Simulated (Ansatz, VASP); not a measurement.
SnO: VASP beside Ansatz

```xyz
4
Lattice="3.7669 0.0000 0.0000 0.0000 3.7669 0.0000 0.0000 0.0000 4.6553" Properties=species:S:1:pos:R:3 pbc="T T T"
Sn    0.0000    1.8834    1.1440
Sn    1.8834    0.0000    3.5113
O     0.0000    0.0000    0.0000
O     1.8834    1.8834    0.0000
```

Alike in both runs: task single point; functional LDA; k mesh 10 × 10 × 8; occupations gaussian, width 0.15 eV; no spin polarisation.

|  | VASP | Ansatz |
| --- | --- | --- |
| version | VASP 6.6.1 | Ansatz 0.2.0 |
| potentials or method | VASP PAW LDA potentials, release 64 (Sn_d, O_h), cutoff 1340 eV | scalar-relativistic, plane waves, PAW |
| valence electrons in the cell | 40 | 40 |

|  | VASP | Ansatz | Ansatz less VASP |
| --- | --- | --- | --- |
| gap on the k mesh at the Fermi level (eV) | none | none | - |
| pressure (GPa) | 0.3 | 0.0 | -0.33 |
| rms of the force components (eV/Å) | 0.048 | 0.002 | -0.0464 |

LDA's correlation is that of Perdew and Zunger in VASP and of Perdew and Wang (1992) in Ansatz. Atom by atom the forces differ by 0.046 eV/Å (rms over components). A gap of «none» marks a metal or a gap that the smearing closes.
